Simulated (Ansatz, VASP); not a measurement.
# Two plane-wave programs on B

```
CELL_PARAMETERS angstrom
3.37672 0.00000 0.00000
0.00000 3.37672 0.00000
0.00000 0.00000 3.37672
ATOMIC_POSITIONS crystal
B 0.50000 0.50000 0.50000
B 0.00000 0.00000 0.00000
B 0.50000 0.00000 0.00000
B 0.00000 0.50000 0.00000
B 0.00000 0.00000 0.50000
```

Alike in both runs: task relaxation of cell and atoms; functional PBE; k mesh 12 × 12 × 12; occupations gaussian, width 0.1 eV; no spin polarisation.

```csv
,VASP,Ansatz
version,VASP 6.6.1,Ansatz 0.2.0
potentials or method,"VASP PAW PBE potentials, release 64 (B), cutoff 600 eV","scalar-relativistic, plane waves, PAW"
valence electrons in the cell,15,15
```

|  | VASP | Ansatz | Ansatz less VASP |
| --- | --- | --- | --- |
| gap on the k mesh at the Fermi level, each at its own relaxed structure (eV) | none | none | - |
| relaxed volume (Å³/atom) | 7.70 | 7.70 | +0.001 |
| relaxed cell length with the largest relative difference (Å) | 3.377 | 3.377 | +0.0002 |

A gap of «none» marks a metal or a gap that the smearing closes.

Noted on VASP's run: the relaxation stopped at its first step, so nothing moved.
